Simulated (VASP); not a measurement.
Wanted: the native input for a VASP 6.6.1 run.

| Item | Value |
| --- | --- |
| Task | single point |
| Functional | r2SCAN |
| Potentials or basis | VASP PAW PBE potentials, release 64 (Hf_pv, O) |
| Cutoff | 520 eV |
| k mesh | 4 × 4 × 4 |
| Occupations | gaussian, width 0.1 eV |
| Spin | no spin polarisation |
| Dipole correction | no |
| Further INCAR settings | ALGO = Normal; EDIFF = 1e-06; NBANDS = 56 |

Crystal: HfO2.

```
CELL_PARAMETERS angstrom
5.11800 0.00000 0.00000
0.00000 5.18570 0.00000
-0.85866 0.00000 5.21387
ATOMIC_POSITIONS crystal
Hf 0.27550 0.03970 0.20800
Hf 0.72450 0.53970 0.29200
Hf 0.72450 0.96030 0.79200
Hf 0.27550 0.46030 0.70800
O 0.44870 0.75810 0.48010
O 0.55130 0.25810 0.01990
O 0.55130 0.24190 0.51990
O 0.44870 0.74190 0.98010
O 0.07420 0.33160 0.34670
O 0.92580 0.83160 0.15330
O 0.92580 0.66840 0.65330
O 0.07420 0.16840 0.84670
```

These files were run (other wordings do the same):

POSCAR

```
HfO2
1.0
    5.1180000000      0.0000000000      0.0000000000
    0.0000000000      5.1857000000      0.0000000000
   -0.8586630598      0.0000000000      5.2138671406
Hf O
4 8
Direct
    0.2755000000      0.0397000000      0.2080000000
    0.7245000000      0.5397000000      0.2920000000
    0.7245000000      0.9603000000      0.7920000000
    0.2755000000      0.4603000000      0.7080000000
    0.4487000000      0.7581000000      0.4801000000
    0.5513000000      0.2581000000      0.0199000000
    0.5513000000      0.2419000000      0.5199000000
    0.4487000000      0.7419000000      0.9801000000
    0.0742000000      0.3316000000      0.3467000000
    0.9258000000      0.8316000000      0.1533000000
    0.9258000000      0.6684000000      0.6533000000
    0.0742000000      0.1684000000      0.8467000000
```

INCAR.step1

```
PREC     = Accurate       # precision mode
ENCUT    = 520            # plane-wave cutoff, eV
ISMEAR   = 0              # smearing method
SIGMA    = 0.1            # smearing width, eV
LREAL    = False          # projectors in reciprocal space
LASPH    = True           # aspherical terms in the spheres
NELM     = 100            # most SCF steps
NBANDS   = 56             # bands
GGA      = PE             # functional
ALGO     = Normal         # electronic algorithm
EDIFF    = 1E-4           # SCF threshold, eV
LWAVE    = True           # write WAVECAR
LCHARG   = False          # write CHGCAR
```

INCAR.step2

```
PREC     = Accurate       # precision mode
ENCUT    = 520            # plane-wave cutoff, eV
EDIFF    = 1E-6           # SCF threshold, eV
ISMEAR   = 0              # smearing method
SIGMA    = 0.1            # smearing width, eV
LREAL    = False          # projectors in reciprocal space
LASPH    = True           # aspherical terms in the spheres
NELM     = 100            # most SCF steps
ALGO     = Normal         # electronic algorithm
ISIF     = 2              # what is computed and relaxed
LWAVE    = False          # write WAVECAR
LCHARG   = False          # write CHGCAR
METAGGA  = R2SCAN         # meta-GGA
LMIXTAU  = True         
NBANDS   = 56             # bands
ISTART   = 1
```

KPOINTS

```
regular mesh
0
Gamma
  4 4 4
```

Potentials or basis: VASP PAW PBE potentials, release 64 (Hf_pv, O).

Run with:

```bash
$ cat potpaw_PBE.64/Hf_pv/POTCAR potpaw_PBE.64/O/POTCAR > POTCAR
$ cp INCAR.step1 INCAR
$ mpirun -np 1 vasp_std > vasp.out
$ cp INCAR.step2 INCAR
$ mpirun -np 1 vasp_std > vasp.out
```

Results of the run:

- Pressure: -3.1 GPa
- Largest force: 0.435 eV/Å
- Band gap on the k mesh: 4.62 eV, indirect (least direct gap 4.71 eV)

Caveat: the PAW data sets were made with another functional, which shifts forces and pressure a little; spin-orbit coupling is left out, which moves the levels of the heavy elements.

It took 9.2 min on 1 thread of AMD EPYC 9R45 96-Core Processor (Zen 5), with other jobs on the host, peak memory 0.33 GiB.
